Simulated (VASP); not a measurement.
A run of VASP 6.6.1 is set up as follows.

File INCAR:

```
SYSTEM = GaN
PREC = Accurate
ENCUT = 520
EDIFF = 1E-8
ISMEAR = -1
SIGMA = 0.02
LREAL = .False.
LASPH = .True.
NELM = 80
ALGO = Normal
ISIF = 2
LWAVE = .False.
LCHARG = .False.
GGA = PS
LEFG = .True.
NBANDS = 16
```

The input KPOINTS:

```
regular mesh
0
Gamma
  13 13 13
  0 0 0
```

POSCAR

```
GaN
1.0
    0.0597750000      2.0223875000      2.0223875000
    2.0223875000      0.0597750000      2.0223875000
    2.0223875000      2.0223875000      0.0597750000
Ga N
1 1
Direct
    0.5000000000      0.5000000000      0.5000000000
    0.0000000000      0.0000000000      0.0000000000
```

Potentials or basis: VASP PAW PBE potentials, release 64 (Ga_d, N).

Command:

```bash
$ cat potpaw_PBE.64/Ga_d/POTCAR potpaw_PBE.64/N/POTCAR > POTCAR
$ mpirun -np 1 vasp_std > vasp.out
```

(1) Predict the pressure.

(2) What does it give for the band gap on the k mesh?

## Answers

(1) 59.8 GPa.

(2) 1.61 eV, indirect (least direct gap 4.91 eV).

Caveat: the cell differs from its parent crystal (equal xy, yz and zx shear strains of +3 %); without QUAD_EFG the Cq values of the log hold for a quadrupole moment of 1 mb, not for the nuclei; the PAW data sets were made with another functional, which shifts forces and pressure a little.
